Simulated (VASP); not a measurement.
# Rh (Fm-3m) in VASP: elastic constants with PBEsol

Aim: the elastic constants of Rh with PBEsol.

Everything below comes from runs of VASP 6.6.1. Logs are shortened: lines on timing, memory, paths and dates and some standing lists are left out, and cuts for length are marked.

## 1. The cell of the first run

It takes space group Fm-3m (No. 225, cubic). Conventional cell: a = 3.765 Å, b = 3.765 Å, c = 3.765 Å, α = 90.00°, β = 90.00°, γ = 90.00°. Rh (site symmetry m-3m) has 12 Rh at 2.66 Å within 3.5 Å.

## 2. Elastic constants, PBEsol

INCAR reads:

```
PREC = Accurate
ENCUT = 600
EDIFF = 1E-8
ISMEAR = -1
SIGMA = 0.1
LREAL = False
LASPH = True
NELM = 80
ALGO = Normal
ISIF = 3
LWAVE = False
LCHARG = False
GGA = PS
IBRION = 6
NFREE = 2
POTIM = 0.015
NSW = 1
```

KPOINTS reads:

```
Automatic mesh
0
Gamma
  24 24 24
```

POSCAR reads:

```
Rh
1.0
    0.0000000000      1.8824814756      1.8824814756
    1.8824814756      0.0000000000      1.8824814756
    1.8824814756      1.8824814756      0.0000000000
Rh
1
Direct
    0.0000000000      0.0000000000      0.0000000000
```

Potentials or basis: VASP PAW PBE potentials, release 64 (Rh_pv).

Run with:

```
> cat potpaw_PBE.64/Rh_pv/POTCAR > POTCAR
> mpirun -np 1 vasp_std > vasp.out
```

OUTCAR:

```text
PREC = Accurate
   ENCUT = 600
   EDIFF = 1E-8
   ISMEAR = -1
   LREAL = False
   LASPH = True
   NELM = 80
   ISIF = 3
   GGA = PS
   IBRION = 6
   NFREE = 2
   POTIM = 0.015
   NSW = 1

 ion  position               nearest neighbor table
   1  0.000  0.000  0.000-

  LATTYP: Found a face centered cubic cell.
 ALAT       =     3.7649629512

  Lattice vectors:

 A1 = (   0.0000000000,   1.8824814756,   1.8824814756)
 A2 = (   1.8824814756,   0.0000000000,   1.8824814756)
 A3 = (   1.8824814756,   1.8824814756,   0.0000000000)

Analysis of symmetry for initial positions (statically):
=====================================================================
 Subroutine PRICEL returns:
 Original cell was already a primitive cell.

 Routine SETGRP: Setting up the symmetry group for a
 face centered cubic supercell.

 Subroutine GETGRP returns: Found 48 space group operations
 (whereof 48 operations were pure point group operations)
 out of a pool of 48 trial point group operations.

The static configuration has the point symmetry O_h .

Analysis of symmetry for dynamics (positions and initial velocities):
=====================================================================
 Subroutine PRICEL returns:
 Original cell was already a primitive cell.

 Routine SETGRP: Setting up the symmetry group for a
 face centered cubic supercell.

 Subroutine GETGRP returns: Found 48 space group operations
 (whereof 48 operations were pure point group operations)
 out of a pool of 48 trial point group operations.

The dynamic configuration has the point symmetry O_h .

 Subroutine INISYM returns: Found 48 space group operations
 (whereof 48 operations are pure point group operations),
 and found     1 'primitive' translations

----------------------------------------------------------------------------------------

[... 338 lines left out ...]
      4       4.0368      2.00000
      5       9.0722      2.00000
      6       9.0722      2.00000
      7       9.0722      2.00000
      8      11.2864      1.99993
      9      11.2864      1.99993
     10      28.2225      0.00000
     11      32.5970      0.00000
[... 309 lines left out ...]
 k-point    24 :       0.4583    0.0417    0.0000
  band No.  band energies     occupation
      1     -34.8601      2.00000
      2     -34.1866      2.00000
      3     -34.1861      2.00000
      4       5.9776      2.00000
      5       8.9705      2.00000
      6       9.0851      2.00000
      7      11.8135      1.98563
      8      12.8883      0.00592
      9      13.4278      0.00003
     10      21.7976      0.00000
     11      27.9857      0.00000

 [... further k-points ...]

------------------------ aborting loop because EDIFF is reached ----------------------------------------

  FORCE on cell =-STRESS in cart. coord.  units (eV):
  Direction    XX          YY          ZZ          XY          YZ          ZX
  --------------------------------------------------------------------------------------
  -------------------------------------------------------------------------------------
  Total        0.3173533      0.3173533      0.3173533     -0.0000000      0.0000000     -0.0000000
  in kB       38.1093411     38.1093411     38.1093411     -0.0000000      0.0000000     -0.0000000
  external PRESSURE =      38.1093411 kB  Pullay stress =       0.0000000 kB
[... 16 lines left out ...]
  FREE ENERGIE OF THE ION-ELECTRON SYSTEM (eV)
  ---------------------------------------------------
  free  energy   TOTEN  =        -8.1570519205 eV

  energy  without entropy=       -8.1156411073  energy(sigma->0) =       -8.13634651

 INTERNAL STRAIN TENSORS FROM STRAINED CELLS
 ============================================

 INTERNAL STRAIN TENSOR FOR ION    1 for displacements in x,y,z  (eV/Angst):
          X           Y           Z          XY          YZ          ZX
  --------------------------------------------------------------------------------
  x    -0.00000     0.00000     0.00000    -0.00000     0.00000    -0.00000
  y     0.00000     0.00000     0.00000    -0.00000     0.00000    -0.00000
  z     0.00000    -0.00000    -0.00000    -0.00000    -0.00000     0.00000

 INTERNAL STRAIN TENSORS FROM DISPLACED ATOMS
 ============================================

 INTERNAL STRAIN TENSOR FOR ION    1 for displacements in x,y,z  (eV/Angst):
          X           Y           Z          XY          YZ          ZX
  --------------------------------------------------------------------------------
  x     0.00000     0.00000     0.00000     0.00000     0.00000     0.00000
  y     0.00000     0.00000     0.00000     0.00000     0.00000     0.00000
  z     0.00000     0.00000     0.00000     0.00000     0.00000     0.00000

 Eigenvectors and eigenvalues of the dynamical matrix
 ----------------------------------------------------

   1 f  =    0.000000 THz     0.000000 2PiTHz    0.000000 cm-1     0.000000 meV
             X         Y         Z           dx          dy          dz
      0.000000  0.000000  0.000000     1.000000    0.000000    0.000000

   2 f  =    0.000000 THz     0.000000 2PiTHz    0.000000 cm-1     0.000000 meV
             X         Y         Z           dx          dy          dz
      0.000000  0.000000  0.000000     0.000000    1.000000    0.000000

   3 f  =    0.000000 THz     0.000000 2PiTHz    0.000000 cm-1     0.000000 meV
             X         Y         Z           dx          dy          dz
      0.000000  0.000000  0.000000     0.000000    0.000000    1.000000

--------------------------------------------------------------------------------------------------------

 ELASTIC MODULI CONTR FROM IONIC RELAXATION (kBar)
 Direction    XX          YY          ZZ          XY          YZ          ZX
 --------------------------------------------------------------------------------
 XX           0.0000      0.0000      0.0000      0.0000      0.0000      0.0000
 YY           0.0000      0.0000      0.0000      0.0000      0.0000      0.0000
 ZZ           0.0000      0.0000      0.0000      0.0000      0.0000      0.0000
 XY           0.0000      0.0000      0.0000      0.0000      0.0000      0.0000
 YZ           0.0000      0.0000      0.0000      0.0000      0.0000      0.0000
 ZX           0.0000      0.0000      0.0000      0.0000      0.0000      0.0000
 --------------------------------------------------------------------------------

 TOTAL ELASTIC MODULI (kBar)
 Direction    XX          YY          ZZ          XY          YZ          ZX
 --------------------------------------------------------------------------------
 XX        4902.4078   2205.5652   2205.5652     -0.0000      0.0000     -0.0000
 YY        2205.5652   4902.4078   2205.5652     -0.0000      0.0000     -0.0000
 ZZ        2205.5652   2205.5652   4902.4078      0.0000     -0.0000      0.0000
 XY          -0.0000     -0.0000      0.0000   2209.1797      0.0000     -0.0000
 YZ           0.0000      0.0000     -0.0000      0.0000   2209.1797      0.0000
 ZX          -0.0000     -0.0000      0.0000     -0.0000      0.0000   2209.1797
 --------------------------------------------------------------------------------
```

stdout:

```text
POSCAR found type information on POSCAR Rh
 POSCAR found :  1 types and       1 ions
 scaLAPACK will be used
 -----------------------------------------------------------------------------
|                                                                             |
|                                                                             |
|     You enforced a specific xc type in the INCAR file but a different       |
|     I HOPE YOU KNOW WHAT YOU ARE DOING!                                     |
|                                                                             |
 -----------------------------------------------------------------------------

 LDA part: xc-table for (Slater+PW92), standard interpolation
 POSCAR, INCAR and KPOINTS ok, starting setup
 FFT: planning ... GRIDC
 FFT: planning ... GRID_SOFT
 FFT: planning ... GRID
 WAVECAR not read
 entering main loop
 Found     1 degrees of freedom:
 Adding 6 more for cell shape distortion
 Finite differences POTIM= 0.01500 DOF=   7
 bond charge predicted
 Finite differences progress:
 bond charge predicted
 Finite differences progress:
 bond charge predicted
 Finite differences progress:
 bond charge predicted
 Finite differences progress:
 bond charge predicted
 Finite differences progress:
 bond charge predicted
 Finite differences progress:
 bond charge predicted
 Finite differences progress:
 bond charge predicted
 Finite differences progress:
 bond charge predicted
 Finite differences progress:
 bond charge predicted
 Finite differences progress:
 bond charge predicted
 Finite differences progress:
 bond charge predicted
 Finite differences progress:
 bond charge predicted
 Finite differences progress:
 bond charge predicted
 Finite differences progress:
```

It took 69 min on 1 thread of Intel Xeon 8259CL, shared host; peak memory 1.2 GiB.

What came out:

* Elastic constants C11, C12, C44: 490, 221, 221 GPa
* Voigt bulk modulus: 310 GPa

Elastic tensor in Voigt notation (GPa, in the Cartesian axes of the cell as first typed):
```
490 221 221   0   0   0
221 490 221   0   0   0
221 221 490   0   0   0
  0   0   0 221   0   0
  0   0   0   0 221   0
  0   0   0   0   0 221
```

Clamped-ion elastic tensor (GPa):
```
490 221 221   0   0   0
221 490 221   0   0   0
221 221 490   0   0   0
  0   0   0 221   0   0
  0   0   0   0 221   0
  0   0   0   0   0 221
```

Caveat: the cell is under stress, which shifts elastic constants; the PAW data sets were made with another functional, which shifts forces and pressure a little.
